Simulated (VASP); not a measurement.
# TiSi2 (P6/mmm) in VASP: settings compared, part 2 of 2

VASP 6.6.1. The steps go on from the part before.

**4. Vibrations by perturbation theory, PBE**

The input, INCAR:

```
PREC     = Accurate       # precision mode
ENCUT    = 520            # plane-wave cutoff, eV
EDIFF    = 1E-8           # SCF threshold, eV
ISMEAR   = -1             # smearing method
SIGMA    = 0.05           # smearing width, eV
LREAL    = False          # projectors in reciprocal space
LASPH    = True           # aspherical terms in the spheres
NELM     = 100            # most SCF steps
ALGO     = Normal         # electronic algorithm
ISIF     = 2              # what is computed and relaxed
LWAVE    = False          # write WAVECAR
LCHARG   = True           # write CHGCAR
GGA      = PE             # functional
IBRION   = 8              # ionic algorithm
NSW      = 1              # ionic steps
```

The input, KPOINTS:

```
regular mesh
0
Gamma
  7 7 10
```

The input, POSCAR:

```
TiSi2
1.0
    4.3746400000      0.0000000000      0.0000000000
   -2.1873200000      3.7885500000      0.0000000000
    0.0000000000      0.0000000000      2.5610100000
Ti Si
1 2
Direct
    0.0000000000      0.0000000000      0.0000000000
    0.3333300000      0.6666700000      0.5000000000
    0.6666700000      0.3333300000      0.5000000000
```

Potentials or basis: VASP PAW PBE potentials, release 64 (Ti_sv, Si).

Launch:

```bash
$ cat potpaw_PBE.64/Ti_sv/POTCAR potpaw_PBE.64/Si/POTCAR > POTCAR
$ mpirun -np 1 vasp_std > vasp.out
```

OUTCAR:

```text
PREC = Accurate
   ENCUT = 520
   EDIFF = 1E-8
   ISMEAR = -1
   LREAL = False
   LASPH = True
   NELM = 100
   ISIF = 2
   GGA = PE
   IBRION = 8
   NSW = 1

 ion  position               nearest neighbor table
   1  0.000  0.000  0.000-   2 2.83   3 2.83   2 2.83   3 2.83   3 2.83   3 2.83   2 2.83   2 2.83
                             3 2.83   3 2.83   2 2.83   2 2.83
   2  0.333  0.667  0.500-   3 2.53   3 2.53   3 2.53   1 2.83   1 2.83   1 2.83   1 2.83   1 2.83
                             1 2.83
   3  0.667  0.333  0.500-   2 2.53   2 2.53   2 2.53   1 2.83   1 2.83   1 2.83   1 2.83   1 2.83
                             1 2.83
[... 691 lines left out ...]
  3Y    -0.003079    1.689674    0.000000    0.002913    4.990748    0.000000    0.000165   -6.680422    0.000000
  3Z     0.000000    0.000000    1.272847    0.000000    0.000000    1.302256    0.000000    0.000000   -2.575103

 Eigenvectors and eigenvalues of the dynamical matrix
 ----------------------------------------------------

   1 f  =   10.078600 THz    63.325713 2PiTHz  336.185915 cm-1    41.681722 meV
             X         Y         Z           dx          dy          dz
      0.000000  0.000000  0.000000    -0.000000   -0.000000   -0.000000
     -0.000022  2.525713  1.280505    -0.353392   -0.612466   -0.000000
      2.187342  1.262837  1.280505     0.353392    0.612466   -0.000000
[... 43 lines left out ...]
   9 f/i=    0.017807 THz     0.111886 2PiTHz    0.593984 cm-1     0.073645 meV
             X         Y         Z           dx          dy          dz
      0.000000  0.000000  0.000000     0.000000   -0.000000   -0.681026
     -0.000022  2.525713  1.280505     0.000000   -0.000000   -0.517785
      2.187342  1.262837  1.280505     0.000000   -0.000000   -0.517785

--------------------------------------------------------------------------------------------------------

 ELASTIC MODULI CONTR FROM IONIC RELAXATION (kBar)
 Direction    XX          YY          ZZ          XY          YZ          ZX
 --------------------------------------------------------------------------------
 XX        -103.1780    103.2228      0.0100     -0.8706     -0.0000      0.0000
 YY         103.2228   -103.2676     -0.0100      0.7930      0.0000     -0.0000
 ZZ           0.0100     -0.0100     -0.0000     -0.0174      0.0000     -0.0000
 XY          -0.8706      0.7930     -0.0174   -103.7617      0.0000     -0.0000
 YZ          -0.0000      0.0000      0.0000      0.0000     -0.0001      0.0002
 ZX           0.0000     -0.0000     -0.0000     -0.0000      0.0002     -0.0004
 --------------------------------------------------------------------------------
```

stdout:

```text
POSCAR found type information on POSCAR TiSi
 POSCAR found :  2 types and       3 ions
 scaLAPACK will be used
 LDA part: xc-table for (Slater+PW92), standard interpolation
 POSCAR, INCAR and KPOINTS ok, starting setup
 FFT: planning ... GRIDC
 FFT: planning ... GRID_SOFT
 FFT: planning ... GRID
 WAVECAR not read
 entering main loop
 Linear response reoptimize wavefunctions to high precision
 Linear response DOF=           4
 Linear response progress:
 first order change of Fermi-energy   0.60955E-04
 force on displaced ion       1 direction 1 :  -3.381   0.001   0.000
 Linear response progress:
 first order change of Fermi-energy   0.77498E-03
 force on displaced ion       1 direction 3 :  -0.000   0.000  -2.509
 Linear response progress:
 first order change of Fermi-energy  -0.92537E-04
 force on displaced ion       2 direction 1 :  -6.681   0.000   0.000
 Linear response progress:
 first order change of Fermi-energy  -0.10557E-03
 force on displaced ion       2 direction 3 :  -0.000   0.000  -2.575
 Linear response finished
```

It took 8.7 min on 1 thread of Intel Xeon 6975P-C (Granite Rapids), shared host; peak memory 0.44 GiB.

Results:

```yaml
Highest_phonon_frequency_at_Γ_LO-TO_splitting_left_out: 336 cm⁻¹
```

Phonon frequencies in cm⁻¹ (negative: imaginary):
| q point | frequencies |
| --- | --- |
| (0.000, 0.000, 0.000) | -1 0 0 163 189 189 194 336 336 |

**5. Vibrations by perturbation theory, PBEsol**

The input, INCAR:

```
SYSTEM = TiSi2
PREC = Accurate
ENCUT = 520
EDIFF = 1E-8
ISMEAR = -1
SIGMA = 0.05
LREAL = .False.
LASPH = .True.
NELM = 60
ALGO = Normal
ISIF = 2
LWAVE = .False.
LCHARG = .False.
GGA = PS
IBRION = 8
NSW = 1
```

The input, KPOINTS:

```
regular mesh
0
Gamma
  7 7 10
  0 0 0
```

POSCAR is that of step 4.

Potentials or basis: VASP PAW PBE potentials, release 64 (Ti_sv, Si).

Launch:

```bash
$ cat potpaw_PBE.64/Ti_sv/POTCAR potpaw_PBE.64/Si/POTCAR > POTCAR
$ mpirun -np 1 vasp_std > vasp.out
```

OUTCAR:

```text
SYSTEM = TiSi2
   PREC = Accurate
   ENCUT = 520
   EDIFF = 1E-8
   ISMEAR = -1
   LREAL = .False.
   LASPH = .True.
   NELM = 60
   ISIF = 2
   GGA = PS
   IBRION = 8
   NSW = 1

 ion  position               nearest neighbor table
   1  0.000  0.000  0.000-   2 2.83   3 2.83   2 2.83   3 2.83   3 2.83   3 2.83   2 2.83   2 2.83
                             3 2.83   3 2.83   2 2.83   2 2.83
   2  0.333  0.667  0.500-   3 2.53   3 2.53   3 2.53   1 2.83   1 2.83   1 2.83   1 2.83   1 2.83
                             1 2.83
   3  0.667  0.333  0.500-   2 2.53   2 2.53   2 2.53   1 2.83   1 2.83   1 2.83   1 2.83   1 2.83
[... 692 lines left out ...]
  3Y    -0.002869    1.559420    0.000000    0.002868    5.002823    0.000000    0.000002   -6.562243    0.000000
  3Z     0.000000    0.000000    1.182570    0.000000    0.000000    1.285824    0.000000    0.000000   -2.468395

 Eigenvectors and eigenvalues of the dynamical matrix
 ----------------------------------------------------

   1 f  =   10.032718 THz    63.037427 2PiTHz  334.655452 cm-1    41.491969 meV
             X         Y         Z           dx          dy          dz
      0.000000  0.000000  0.000000     0.000000   -0.000000    0.000000
     -0.000022  2.525713  1.280505     0.353400    0.612461   -0.000000
      2.187342  1.262837  1.280505    -0.353400   -0.612461    0.000000
[... 43 lines left out ...]
   9 f/i=    0.009206 THz     0.057842 2PiTHz    0.307072 cm-1     0.038072 meV
             X         Y         Z           dx          dy          dz
      0.000000  0.000000  0.000000     0.000000    0.000000    0.679785
     -0.000022  2.525713  1.280505     0.000000    0.000000    0.518600
      2.187342  1.262837  1.280505     0.000000    0.000000    0.518600

--------------------------------------------------------------------------------------------------------

 ELASTIC MODULI CONTR FROM IONIC RELAXATION (kBar)
 Direction    XX          YY          ZZ          XY          YZ          ZX
 --------------------------------------------------------------------------------
 XX        -120.9589    121.0112      0.0104     -0.9591      0.0000     -0.0000
 YY         121.0112   -121.0636     -0.0104      0.8685     -0.0000      0.0000
 ZZ           0.0104     -0.0104     -0.0000     -0.0180     -0.0000      0.0000
 XY          -0.9591      0.8685     -0.0180   -121.5736     -0.0000      0.0000
 YZ           0.0000     -0.0000     -0.0000     -0.0000     -0.0001      0.0002
 ZX          -0.0000      0.0000      0.0000      0.0000      0.0002     -0.0004
 --------------------------------------------------------------------------------
```

Wall time 9.8 min (1 thread of Intel Xeon 6975P-C (Granite Rapids), shared host); peak memory 0.45 GiB.

Results:

```yaml
Highest_phonon_frequency_at_Γ_LO-TO_splitting_left_out: 335 cm⁻¹
```

Phonon frequencies in cm⁻¹ (negative: imaginary):
| q point | frequencies |
| --- | --- |
| (0.000, 0.000, 0.000) | 0 0 0 157 181 181 191 335 335 |

Caveat: the cell wasn't relaxed at this level first, which shifts response properties.
